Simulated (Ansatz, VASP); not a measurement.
# Na in VASP and in Ansatz

```
Na
1.0
    -2.11750    2.14926    2.11750
     2.11750   -2.14926    2.11750
     2.11750    2.14926   -2.11750
Na
1
Direct
  0.00000 0.00000 0.00000
```

Change from the starting cell: strain +0.0150 x Voigt [0, 1, 0, 0, 0, 0], atoms carried along.

Alike in both runs: task single point; functional PBE; k mesh 16 × 16 × 16; occupations gaussian, width 0.15 eV; no spin polarisation.

```csv
,VASP,Ansatz
version,VASP 6.6.1,Ansatz 0.2.0
potentials or method,"VASP PAW PBE potentials, release 64 (Na_pv), cutoff 520 eV","scalar-relativistic, plane waves, PAW"
valence electrons in the cell,7,9
```

|  | VASP | Ansatz | Ansatz less VASP |
| --- | --- | --- | --- |
| gap on the k mesh at the Fermi level (eV) | none | none | - |
| pressure (GPa) | -0.4 | -0.3 | +0.10 |

A gap of «none» marks a metal or a gap that the smearing closes. The functional is the same, so the differences come from potentials, cutoffs and numerics. VASP's potentials hold 7 valence electrons a cell and Ansatz's 9, so a difference there can come from the potentials and not from the codes.
